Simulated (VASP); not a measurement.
# AlN (Cmc2_1) in VASP: notebook, part 2 of 2

VASP 6.6.1. The steps go on from the part before.

### 3 Single point, PBE (mode 4 (239.4 1/cm) frozen in, largest displacement -0.090 Å)

The input, INCAR:

```
PREC     = Accurate       # precision mode
ENCUT    = 520            # plane-wave cutoff, eV
EDIFF    = 1E-7           # SCF threshold, eV
ISMEAR   = 0              # smearing method
SIGMA    = 0.05           # smearing width, eV
LREAL    = F              # projectors in reciprocal space
LASPH    = T              # aspherical terms in the spheres
NELM     = 100            # most SCF steps
ALGO     = Normal         # electronic algorithm
ISIF     = 2              # what is computed and relaxed
LWAVE    = F              # write WAVECAR
LCHARG   = F              # write CHGCAR
GGA      = PE             # functional
NBANDS   = 16             # bands
```

The input, KPOINTS:

```
Automatic mesh
0
Gamma
  12 12 6
```

The input, POSCAR:

```
AlN
1.0
    3.1110021516      0.0000000000      0.0000000000
   -1.5555010758      2.6942068945      0.0000000000
    0.0000000000      0.0000000000      4.9780000000
Al N
2 2
Direct
    0.3500358368      0.7000716736      0.0000000000
    0.6499641632      0.2999283264      0.5000000000
    0.3184375973      0.6368751946      0.3850000000
    0.6815624027      0.3631248054      0.8850000000
```

Potentials or basis: VASP PAW PBE potentials, release 64 (Al, N).

Command:

```bash
> cat potpaw_PBE.64/Al/POTCAR potpaw_PBE.64/N/POTCAR > POTCAR
> mpirun -np 1 vasp_std > vasp.out
```

OUTCAR:

```text
PREC = Accurate
   ENCUT = 520
   EDIFF = 1E-7
   ISMEAR = 0
   LREAL = F
   LASPH = T
   NELM = 100
   ISIF = 2
   GGA = PE

 ion  position               nearest neighbor table
   1  0.350  0.700  0.000-   4 1.88   4 1.89   4 1.89   3 1.92   2 2.97   2 2.97   2 3.13   2 3.13
                             2 3.13   2 3.13
   2  0.650  0.300  0.500-   3 1.88   3 1.89   3 1.89   4 1.92   1 2.97   1 2.97   1 3.13   1 3.13
                             1 3.13   1 3.13
   3  0.318  0.637  0.385-   2 1.88   2 1.89   2 1.89   1 1.92
   4  0.682  0.363  0.885-   1 1.88   1 1.89   1 1.89   2 1.92

  LATTYP: Found a hexagonal cell.
 ALAT       =     3.1110021516
 C/A-ratio  =     1.6001274694

  Lattice vectors:

 A1 = (   3.1110021516,   0.0000000000,   0.0000000000)
 A2 = (  -1.5555010758,   2.6942068945,   0.0000000000)
 A3 = (   0.0000000000,   0.0000000000,   4.9780000000)

Analysis of symmetry for initial positions (statically):
=====================================================================
 Subroutine PRICEL returns:
 Original cell was already a primitive cell.

[... 171 lines left out ...]
  free energy    TOTEN  =       -29.70119926 eV

  energy without entropy =      -29.70119926  energy(sigma->0) =      -29.70119926

 E-fermi :   6.5671     XC(G=0): -10.9194

 val. band max:        6.2731260519   @ k =   0.0000   0.0000   0.0000
 cond. band min:      10.3424120858   @ k =   0.0000   0.0000   0.0000
 fundamental gap:      4.0692860339
 Fermi energy:         6.5670958396

 k-point     1 :       0.0000    0.0000    0.0000
  band No.  band energies     occupation
      1      -9.0237      2.00000
      2      -6.8695      2.00000
      3       0.1979      2.00000
      4       5.2502      2.00000
      5       5.3133      2.00000
      6       5.7828      2.00000
[... 433 lines left out ...]
      3       1.4169      2.00000
      4       2.1934      2.00000
      5       2.4563      2.00000
      6       3.9514      2.00000
[... 8 lines left out ...]
     15      18.3705      0.00000
     16      20.9401      0.00000

 [... further k-points ...]
[... 5 lines left out ...]
  --------------------------------------------------------------------------------------
  -------------------------------------------------------------------------------------
  Total        1.2400925      0.8611520      0.7143469      0.0000000      0.0000000      0.0000000
  in kB       47.6188084     33.0677211     27.4304940      0.0000000      0.0000000      0.0000000
  external PRESSURE =      36.0390078 kB  Pullay stress =       0.0000000 kB

 VOLUME and BASIS-vectors are now :
 -----------------------------------------------------------------------------
  energy-cutoff  :      520.00
  volume of cell :       41.72
      direct lattice vectors                 reciprocal lattice vectors
     3.111002152  0.000000000  0.000000000     0.321439829  0.185583372  0.000000000
    -1.555501076  2.694206895  0.000000000     0.000000000  0.371166744  0.000000000
     0.000000000  0.000000000  4.978000000     0.000000000  0.000000000  0.200883889

 POSITION                                       TOTAL-FORCE (eV/Angst)
 -----------------------------------------------------------------------------------
     -0.00000      1.88614      0.00000         0.000000     -0.549444      0.229237
      1.55550      0.80807      2.48900        -0.000000      0.549444      0.229237
     -0.00000      1.71587      1.91653         0.000000      0.223751     -0.229237
      1.55550      0.97833      4.40553        -0.000000     -0.223751     -0.229237
 -----------------------------------------------------------------------------------
    total drift:                                0.000000      0.000000      0.000704

  FREE ENERGIE OF THE ION-ELECTRON SYSTEM (eV)
  ---------------------------------------------------
  free  energy   TOTEN  =       -29.7011992626 eV

  energy  without entropy=      -29.7011992626  energy(sigma->0) =      -29.70119926
```

stdout:

```text
POSCAR found type information on POSCAR AlN
 POSCAR found :  2 types and       4 ions
 scaLAPACK will be used
 LDA part: xc-table for (Slater+PW92), standard interpolation
 POSCAR, INCAR and KPOINTS ok, starting setup
 FFT: planning ... GRIDC
 FFT: planning ... GRID_SOFT
 FFT: planning ... GRID
 WAVECAR not read
 entering main loop
```

Wall time 31 s (1 thread of Intel Xeon 6975P-C (Granite Rapids), shared host); peak memory 0.22 GiB.

Results:

```yaml
Free_energy: -29.7012 eV
Pressure: 3.6 GPa
Largest_force: 0.595 eV/Å
Band_gap_on_the_k_mesh: 4.07 eV, direct
```

Forces in eV/Å, atoms in the order of the input:
```
Al   0.000 -0.549  0.229
Al   0.000  0.549  0.229
N    0.000  0.224 -0.229
N    0.000 -0.224 -0.229
```

Stress tensor (GPa, compression positive):
```
4.76 0.00 0.00
0.00 3.31 0.00
0.00 0.00 2.74
```

Caveat: the cell differs from its parent crystal (mode 4 (239.4 1/cm) frozen in, largest displacement -0.090 Å).

### 4 Single point, PBE (mode 4 (239.4 1/cm) frozen in, largest displacement +0.105 Å)

The input, INCAR:

```
SYSTEM = AlN
PREC = Accurate
ENCUT = 520
EDIFF = 1E-6
ISMEAR = 0
SIGMA = 0.05
LREAL = .False.
LASPH = .True.
NELM = 80
ALGO = Normal
ISIF = 2
LWAVE = .False.
LCHARG = .False.
GGA = PE
NBANDS = 16
```

The input, KPOINTS:

```
regular mesh
0
Gamma
  12 12 6
  0 0 0
```

The input, POSCAR:

```
AlN
1.0
    3.1110021516      0.0000000000      0.0000000000
   -1.5555010758      2.6942068945      0.0000000000
    0.0000000000      0.0000000000      4.9780000000
Al N
2 2
Direct
    0.3138470793      0.6276941586      0.0000000000
    0.6861529207      0.3723058414      0.5000000000
    0.3507116921      0.7014233841      0.3850000000
    0.6492883079      0.2985766159      0.8850000000
```

Command:

```bash
> cat potpaw_PBE.64/Al/POTCAR potpaw_PBE.64/N/POTCAR > POTCAR
> mpirun -np 1 vasp_std > vasp.out
```

Run time: 33 s. Hardware: 1 thread of Intel Xeon 6975P-C (Granite Rapids), shared host; peak memory 0.22 GiB.

It converged, with:

| Quantity | Value |
| --- | --- |
| Free energy | -29.6812 eV |
| Pressure | 3.5 GPa |
| Largest force | 0.599 eV/Å |
| Band gap on the k mesh | 4.04 eV, direct |

Forces in eV/Å, atoms in the order of the input:
```
Al   0.000  0.546  0.245
Al   0.000 -0.546  0.245
N    0.000 -0.303 -0.245
N    0.000  0.303 -0.245
```

Stress tensor (GPa, compression positive):
```
4.09 0.00 0.00
0.00 3.81 0.00
0.00 0.00 2.70
```

Levels at points of the mesh, in eV from the valence-band top:
| k point | band 4 | band 5 | band 6 | band 7 | band 8 | band 9 | band 10 | band 11 | band 12 | band 13 |
| --- | --- | --- | --- | --- | --- | --- | --- | --- | --- | --- |
| (0.00, 0.00, 0.00) | -1.05 | -0.95 | -0.51 | -0.23 | 0.00 | 4.04 | 6.54 | 10.37 | 10.72 | 11.43 |
| (0.50, 0.00, 0.00) | -4.22 | -3.54 | -2.21 | -1.62 | -0.84 | 5.38 | 5.81 | 7.85 | 9.97 | 10.80 |
| (0.00, 0.50, 0.00) | -4.51 | -3.17 | -2.25 | -2.20 | -0.89 | 5.51 | 6.33 | 8.25 | 9.98 | 10.78 |
| (0.00, 0.00, 0.50) | -3.40 | -0.73 | -0.73 | -0.65 | -0.65 | 6.31 | 6.31 | 10.18 | 10.18 | 11.29 |
| (0.50, 0.00, 0.50) | -5.71 | -1.72 | -1.72 | -1.37 | -1.37 | 5.24 | 5.24 | 8.98 | 8.98 | 11.63 |
| (0.00, 0.50, 0.50) | -5.78 | -1.64 | -1.64 | -1.27 | -1.27 | 5.03 | 5.03 | 9.09 | 9.09 | 11.63 |

Caveat: the cell differs from its parent crystal (mode 4 (239.4 1/cm) frozen in, largest displacement +0.105 Å). A k mesh can miss the band edges.
